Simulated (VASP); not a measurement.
# SmGaC (P4mm) in VASP: relaxation of cell and atoms with PBE

Aim: the relaxation of cell and atoms of SmGaC with PBE.

All numbers are computed with VASP 6.6.1; they aren't measurements. Logs are shortened: lines on timing, memory, paths and dates and some standing lists are left out, and cuts for length are marked.

## 1. The cell of the first run

The structure is tetragonal, space group P4mm (No. 99). Conventional cell: a = 3.284 Å, b = 3.284 Å, c = 6.037 Å, α = 90.00°, β = 90.00°, γ = 90.00°. Sm (site symmetry 4mm) has 4 C at 2.49 Å and 2 Ga at 2.86 to 3.18 Å and 4 Sm at 3.28 Å within 3.3 Å. Within 3.8 Å of Ga (site symmetry 4mm) lie 2 Sm at 2.86 to 3.18 Å and 4 C at 3.04 Å and 4 Ga at 3.28 Å. Within 3.3 Å of C (site symmetry 4mm) lie 4 Sm at 2.49 Å and 4 Ga at 3.04 Å and 4 C at 3.28 Å.

The cell was generated, and may not be a known phase.

## 2. Relaxation of cell and atoms, PBE

File INCAR:

```
SYSTEM = SmGaC
PREC     = Accurate       ! precision mode
ENCUT    = 600            ! plane-wave cutoff, eV
EDIFF    = 1E-7           ! SCF threshold, eV
ISMEAR   = 0              ! smearing method
SIGMA    = 0.1            ! smearing width, eV
LREAL    = .FALSE.        ! projectors in reciprocal space
LASPH    = .TRUE.         ! aspherical terms in the spheres
NELM     = 200            ! most SCF steps
ALGO     = Normal         ! electronic algorithm
ISIF     = 3              ! what is computed and relaxed
LWAVE    = .FALSE.        ! write WAVECAR
LCHARG   = .FALSE.        ! write CHGCAR
GGA      = PE             ! functional
IBRION   = 2              ! ionic algorithm
NSW      = 100            ! ionic steps
EDIFFG   = -0.01          ! ionic threshold
GGA_COMPAT= .FALSE.      
NELMIN   = 4            
LMAXMIX  = 6              ! l up to which the mixer works
```

File KPOINTS:

```
regular mesh
0
G
  14 14 8
  0 0 0
```

File POSCAR:

```
SmGaC
1.0
    3.2839392243      0.0000000000      0.0000000000
    0.0000000000      3.2839392243      0.0000000000
    0.0000000000      0.0000000000      6.0367308212
Sm Ga C
1 1 1
Direct
    0.5000000000      0.5000000000      0.0672402359
    0.5000000000      0.5000000000      0.5939266947
    0.0000000000      0.0000000000      0.9200846294
```

Potentials or basis: VASP PAW PBE potentials, release 64 (Sm_3, Ga_d, C), 4f in core.

The run is started by

```console
$ cat potpaw_PBE.64/Sm_3/POTCAR potpaw_PBE.64/Ga_d/POTCAR potpaw_PBE.64/C/POTCAR > POTCAR
$ mpirun -np 1 vasp_std > vasp.out
```

OUTCAR:

```text
SYSTEM = SmGaC
   PREC = Accurate
   ENCUT = 600
   EDIFF = 1E-7
   ISMEAR = 0
   LREAL = .FALSE.
   LASPH = .TRUE.
   NELM = 200
   ISIF = 3
   GGA = PE
   IBRION = 2
   NSW = 100
   EDIFFG = -0.01
   NELMIN = 4

 ion  position               nearest neighbor table
   1  0.500  0.500  0.067-   3 2.49   3 2.49   3 2.49   3 2.49   2 2.86   2 3.18
   2  0.500  0.500  0.594-   1 2.86   1 3.18
   3  0.000  0.000  0.920-   1 2.49   1 2.49   1 2.49   1 2.49

  LATTYP: Found a simple tetragonal cell.
 ALAT       =     3.2839392243
 C/A-ratio  =     1.8382589959

  Lattice vectors:

 A1 = (   3.2839392243,   0.0000000000,   0.0000000000)
 A2 = (   0.0000000000,   3.2839392243,   0.0000000000)
 A3 = (   0.0000000000,   0.0000000000,   6.0367308212)

Analysis of symmetry for initial positions (statically):
=====================================================================
 Subroutine PRICEL returns:
 Original cell was already a primitive cell.

 Routine SETGRP: Setting up the symmetry group for a
 simple tetragonal supercell.

 Subroutine GETGRP returns: Found  8 space group operations
 (whereof  8 operations were pure point group operations)
 out of a pool of 16 trial point group operations.

The static configuration has the point symmetry C_4v.

Analysis of symmetry for dynamics (positions and initial velocities):
=====================================================================
 Subroutine PRICEL returns:
 Original cell was already a primitive cell.

 Routine SETGRP: Setting up the symmetry group for a
 simple tetragonal supercell.

 Subroutine GETGRP returns: Found  8 space group operations
 (whereof  8 operations were pure point group operations)
 out of a pool of 16 trial point group operations.

The dynamic configuration has the point symmetry C_4v.

 Subroutine INISYM returns: Found  8 space group operations
 (whereof  8 operations are pure point group operations),
 and found     1 'primitive' translations

----------------------------------------------------------------------------------------

                                     Primitive cell

  volume of cell :      65.1017

  direct lattice vectors                    reciprocal lattice vectors
     3.283939224  0.000000000  0.000000000     0.304512335  0.000000000  0.000000000
     0.000000000  3.283939224  0.000000000     0.000000000  0.304512335  0.000000000
     0.000000000  0.000000000  6.036730821     0.000000000  0.000000000  0.165652574

  length of vectors
     3.283939224  3.283939224  6.036730821     0.304512335  0.304512335  0.165652574

  position of ions in fractional coordinates (direct lattice)
     0.500000000  0.500000000  0.067240236
     0.500000000  0.500000000  0.593926695
     0.000000000  0.000000000  0.920084629

  ion indices of the primitive-cell ions
   primitive index   ion index
                 1           1
                 2           2
                 3           3

----------------------------------------------------------------------------------------

 KPOINTS: regular mesh

Automatic generation of k-mesh.
 Grid dimensions read from file:
 generate k-points for:   14   14    8

 Generating k-lattice:

  Cartesian coordinates                     Fractional coordinates (reciprocal lattice)
     0.021750881  0.000000000  0.000000000     0.071428571  0.000000000  0.000000000
     0.000000000  0.021750881  0.000000000     0.000000000  0.071428571  0.000000000
     0.000000000  0.000000000  0.020706572     0.000000000  0.000000000  0.125000000

  Length of vectors
     0.021750881  0.021750881  0.020706572

  Shift w.r.t. Gamma in fractional coordinates (k-lattice)
     0.000000000  0.000000000  0.000000000

 Subroutine IBZKPT returns following result:
 ===========================================

 Found    180 irreducible k-points:

 Following reciprocal coordinates:
            Coordinates               Weight
  0.000000  0.000000  0.000000      1.000000
  0.071429  0.000000  0.000000      4.000000
  0.142857  0.000000  0.000000      4.000000
  0.214286  0.000000  0.000000      4.000000
  0.285714  0.000000  0.000000      4.000000
  0.357143  0.000000  0.000000      4.000000
[... 16 lines left out ...]
  0.285714  0.214286  0.000000      8.000000
  0.357143  0.214286  0.000000      8.000000
 [... further k-points ...]
   k-points           NKPTS =    180   k-points in BZ     NKDIM =    180   number of bands    NBANDS=     18
   number of dos      NEDOS =    301   number of ions     NIONS =      3
   total plane-waves  NPLWV =  37632
   dimension x,y,z NGX =    28 NGY =   28 NGZ =   48
   dimension x,y,z NGXF=    56 NGYF=   56 NGZF=   96
   ions per type =               1   1   1
   NGX,Y,Z   is equivalent  to a cutoff of  14.17, 14.17, 13.22 a.u.
   NGXF,Y,Z  is equivalent  to a cutoff of  28.35, 28.35, 26.44 a.u.
 SYSTEM =  SmGaC
   PREC   = accura    normal or accurate (medium, high low for compatibility)
   ISTART =      0    job   : 0-new  1-cont  2-samecut
   ICHARG =      2    charge: 1-file 2-atom 10-const
   ISPIN  =      1    spin polarized calculation?
   LNONCOLLINEAR =      F non collinear calculations
   LSORBIT =      F    spin-orbit coupling
   LASPH  =      T    aspherical Exc in radial PAW
   ENCUT  =  600.0 eV  44.10 Ry    6.64 a.u.   6.56  6.56 12.06*2*pi/ulx,y,z
   NELM   =    200;   NELMIN=  4; NELMDL= -5     # of ELM steps
   EDIFF  = 0.1E-06   stopping-criterion for ELM
   LREAL  =      F    real-space projection
   EDIFFG = -.1E-01   stopping-criterion for IOM
   NSW    =    100    number of steps for IOM
   IBRION =      2    ionic relax: 0-MD 1-quasi-New 2-CG
   NFREE  =      1    steps in history (QN), initial steepest desc. (CG)
   ISIF   =      3    stress and relaxation
   ISYM   =      2    0-nonsym 1-usesym 2-fastsym
   POTIM  = 0.5000    time-step for ionic-motion
   TEBEG  =    0.0;   TEEND  =   0.0 temperature during run
   PSTRESS=    0.0 pullay stress
   NELECT =      28.0000    total number of electrons
   NUPDOWN=      -1.0000    fix difference up-down
   EMIN   =  10.00;   EMAX   =-10.00  energy-range for DOS
   EFERMI =   0.00;   METHOD = LEGACY
   ISMEAR =     0;   SIGMA  =   0.10  broadening in eV -4-tet -1-fermi 0-gaus
   EFERMI_NEDOS =   21; number of points for ismear=-14 and -15
   IALGO  =     38    algorithm
   IMIX   =      4    mixing-type and parameters
     AMIX     =   0.40;   BMIX     =  1.00
     AMIX_MAG =   1.60;   BMIX_MAG =  1.00
  volume/ion in A,a.u.               =      21.70       146.44
  Fermi-wavevector in a.u.,A,eV,Ry     =   1.235749  2.335226 20.777115  1.527075
  Thomas-Fermi vector in A             =   2.370385
   LORBIT       =      0    0 simple, 1 ext, 2 COOP (PROOUT), +10 PAW based schemes
   GGA     = PE    functional components
   LHFCALC =     F    Hartree Fock is set to
   AEXX    =    0.0000 exact exchange contribution
   IVDW    =     0    specifies the selected vdW correction
   LEPSILON=     F    determine dielectric tensor
   LRPA    =     F    only Hartree local field effects (RPA)
 conjugate gradient relaxation of ions
 non-spin polarized calculation
 Gauss-broadening in eV      SIGMA  =   0.10
  energy-cutoff  :      600.00
  volume of cell :       65.10
 maximum number of plane-waves:      2224
 NGX is ok and might be reduce to    28
   NGX = 13   NGY = 13   NGZ = 25

--------------------------------------- Ionic step        1  -------------------------------------------

 number of electron      27.9999998 magnetization

 Free energy of the ion-electron system (eV)
  ---------------------------------------------------
  ext. energy  EPLUGINS =         0.00000000
  ---------------------------------------------------
  free energy    TOTEN  =       -14.38928677 eV

  energy without entropy =      -14.37718513  energy(sigma->0) =      -14.38323595

------------------------ aborting loop because EDIFF is reached ----------------------------------------

  FORCE on cell =-STRESS in cart. coord.  units (eV):
  Direction    XX          YY          ZZ          XY          YZ          ZX
  --------------------------------------------------------------------------------------
  -------------------------------------------------------------------------------------
  Total        0.0481667      0.0481667      0.0751311      0.0000000      0.0000000      0.0000000
  in kB        1.1854018      1.1854018      1.8490054      0.0000000      0.0000000      0.0000000
  external PRESSURE =       1.4066030 kB  Pullay stress =       0.0000000 kB
[... 92 lines left out ...]
  FREE ENERGIE OF THE ION-ELECTRON SYSTEM (eV)
  ---------------------------------------------------
  free  energy   TOTEN  =       -14.3895587511 eV

  energy  without entropy=      -14.3774832505  energy(sigma->0) =      -14.38352100

 E-fermi :   3.1842     XC(G=0):  -9.9517

 val. band max:        3.1830701441   @ k =   0.0000   0.0000   0.1250
 cond. band min:       3.1868112967   @ k =   0.0000   0.0000   0.2500
 fundamental gap:      0.0037411527
 Fermi energy:         3.1842015038

 k-point     1 :       0.0000    0.0000    0.0000
  band No.  band energies     occupation
      1     -37.0458      2.00000
      2     -16.8068      2.00000
      3     -15.9709      2.00000
      4     -15.9709      2.00000
      5     -11.8070      2.00000
      6     -11.7903      2.00000
[... 481 lines left out ...]
      5     -11.7619      2.00000
      6     -11.7441      2.00000
[... 10 lines left out ...]
     17       6.5995      0.00000
     18       6.7447      0.00000

 [... further k-points ...]

[... ionic steps 4 to 19 ...]

--------------------------------------- Ionic step       20  -------------------------------------------

 number of electron      28.0000009 magnetization

------------------------ aborting loop because EDIFF is reached ----------------------------------------
[... 69 lines left out ...]
--------------------------------------- Ionic step       22  -------------------------------------------

 number of electron      28.0000009 magnetization

 Free energy of the ion-electron system (eV)
  ---------------------------------------------------
  ext. energy  EPLUGINS =         0.00000000
  ---------------------------------------------------
  free energy    TOTEN  =       -14.40307611 eV

  energy without entropy =      -14.39496068  energy(sigma->0) =      -14.39901839

 E-fermi :   3.6990     XC(G=0): -10.2520

 val. band max:        3.6974232900   @ k =   0.5000   0.0000   0.1250
 cond. band min:       3.7014454327   @ k =   0.1429   0.0714   0.0000
 fundamental gap:      0.0040221427
 Fermi energy:         3.6989906206

 k-point     1 :       0.0000    0.0000    0.0000
  band No.  band energies     occupation
      1     -36.8246      2.00000
      2     -16.5626      2.00000
      3     -15.6377      2.00000
      4     -15.6377      2.00000
      5     -11.2260      2.00000
      6     -11.2057      2.00000
[... 481 lines left out ...]
      5     -11.1705      2.00000
      6     -11.1572      2.00000
[... 10 lines left out ...]
     17       7.0807      0.00000
     18       7.3852      0.00000

 [... further k-points ...]
[... 5 lines left out ...]
  --------------------------------------------------------------------------------------
  -------------------------------------------------------------------------------------
  Total       -0.0185609     -0.0185609     -0.0095905      0.0000000      0.0000000      0.0000000
  in kB       -0.4894652     -0.4894652     -0.2529096      0.0000000      0.0000000      0.0000000
  external PRESSURE =      -0.4106133 kB  Pullay stress =       0.0000000 kB
[... 18 lines left out ...]
  FREE ENERGIE OF THE ION-ELECTRON SYSTEM (eV)
  ---------------------------------------------------
  free  energy   TOTEN  =       -14.4030761056 eV

  energy  without entropy=      -14.3949606794  energy(sigma->0) =      -14.39901839

 reached required accuracy - stopping structural energy minimisation
```

Wall time 23 min (1 thread of Intel Xeon 6975P-C (Granite Rapids), shared host); peak memory 0.43 GiB.

Results:

* Free energy: -14.4031 eV
* Relaxed volume: 20.25 Å³/atom
* Relaxed cell: a = 3.188 Å, b = 3.188 Å, c = 5.976 Å, α = 90.00°, β = 90.00°, γ = 90.00°
* Space group after relaxing (to 0.1 Å): P4mm (No. 99)
* Energy gained by relaxing: 4.6 meV/atom
* Ionic steps: 22
* Pressure after relaxing: 0.0 GPa
* Largest force after relaxing: 0.008 eV/Å
* Band gap on the k mesh: zero (bands 14 and 15 overlap by 0.64 eV)

Forces in eV/Å, atoms in the order of the input:
```
Sm   0.000  0.000 -0.008
Ga   0.000  0.000  0.002
C    0.000  0.000  0.006
```

The path:
```tsv
step	energy change (eV)	largest force (eV/Å)	pressure (GPa)	volume (Å³)
1	0.0000	0.0684	0.14	65.10
2	-0.0003	0.0375	-0.13	65.28
3	-0.0003	0.0384	-0.14	65.29
4	-0.0006	0.0345	-0.13	65.22
5	-0.0014	0.0360	-0.12	64.99
6	-0.0027	0.0587	-0.15	64.53
7	-0.0048	0.1400	-0.19	63.61
8	-0.0014	0.2290	-0.17	61.80
9	-0.0052	0.1648	-0.22	63.22
10	-0.0054	0.1649	-0.22	63.18
11	-0.0058	0.1645	-0.19	63.06
12	-0.0067	0.1641	-0.24	62.81
13	-0.0079	0.1619	-0.26	62.31
14	-0.0086	0.1665	-0.26	61.32
15	-0.0087	0.1560	-0.28	61.67
16	-0.0098	0.1419	-0.25	61.56
17	-0.0123	0.0981	-0.17	61.25
18	-0.0134	0.0105	0.04	60.62
19	-0.0136	0.0377	-0.03	60.82
20	-0.0136	0.0348	-0.01	60.80
21	-0.0138	0.0108	-0.04	60.77
22	-0.0138	0.0083	-0.04	60.76
```

Final structure:
```yaml
crystal:
  lattice:
    - [3.18850, 0.00000, 0.00000]
    - [0.00000, 3.18850, 0.00000]
    - [0.00000, 0.00000, 5.97606]
  atoms:
    - { symbol: Sm, position: [0.50000, 0.50000, 0.08092] }
    - { symbol: Ga, position: [0.50000, 0.50000, 0.60912] }
    - { symbol: C, position: [0.00000, 0.00000, 0.89121] }
```

Levels at points of the mesh, in eV from the Fermi level:
| k point | band 12 | band 13 | band 14 | band 15 | band 16 | band 17 |
| --- | --- | --- | --- | --- | --- | --- |
| (0.00, 0.00, 0.00) | -2.70 | -0.39 | 0.31 | 0.31 | 2.91 | 3.99 |
| (0.50, 0.00, 0.00) | -2.07 | -1.92 | -0.37 | -0.12 | 0.93 | 3.60 |
| (0.50, 0.50, 0.00) | -2.78 | -2.78 | -1.56 | 0.62 | 0.62 | 3.74 |
| (0.00, 0.00, 0.50) | -2.60 | -0.38 | 0.23 | 0.23 | 0.67 | 4.67 |
| (0.50, 0.00, 0.50) | -2.72 | -2.17 | -0.37 | -0.02 | 0.88 | 2.74 |
| (0.50, 0.50, 0.50) | -3.09 | -2.32 | -1.73 | 0.69 | 2.04 | 2.04 |

Caveat: spin-orbit coupling is left out, which moves the levels of the heavy elements; the 4f electrons are frozen in the core, so they carry no moment and show no levels. Spin polarisation is off, so any magnetic state and its effect on volume and gap are missing.
